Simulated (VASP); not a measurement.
**W3Se: single point with r2SCAN**

The system is W3Se.

```
W Se
1.0
     4.16953    0.00000    0.00000
     0.00000    4.16953    0.00000
     0.00000    0.00000    4.16953
W Se
3 1
Cartesian
  0.0000 2.0848 2.0848
  2.0848 0.0000 2.0848
  2.0848 2.0848 0.0000
  0.0000 0.0000 0.0000
```

* Program: VASP 6.6.1
* Task: single point
* Functional: r2SCAN
* Potentials or basis: VASP PAW PBE potentials, release 64 (W_sv, Se)
* Cutoff: 520 eV
* k mesh: 4 × 4 × 4
* Occupations: gaussian, width 0.1 eV
* Spin: no spin polarisation

```json
{"Pressure": "-17.9 GPa", "Band gap on the k mesh": "zero (band 24 reaches 9.94 eV, above the bottom of band 25 at 9.28 eV)"}
```

Levels at points of the mesh, in eV from the Fermi level:
```tsv
k point	band 21	band 22	band 23	band 24	band 25	band 26	band 27	band 28
(0.00, 0.00, 0.00)	-4.05	-4.05	-1.87	0.34	0.34	0.34	2.55	2.55
(0.50, 0.00, 0.00)	-1.64	-1.64	-1.45	-0.88	-0.16	-0.16	0.09	0.52
(0.50, 0.50, 0.00)	-1.47	-1.47	-0.60	-0.04	-0.04	-0.02	0.32	1.30
(0.50, 0.50, 0.50)	-1.51	-1.51	-0.73	-0.44	0.15	0.15	0.15	1.24
```

It took 35 s on 1 thread of Intel(R) Xeon(R) 6975P-C (Granite Rapids), with other jobs on the host, peak memory 0.19 GiB.

Caveat: the k points lie up to 0.38 Å⁻¹ apart; the PAW data sets were made with another functional, which shifts forces and pressure a little; spin-orbit coupling is left out, which moves the levels of the heavy elements.
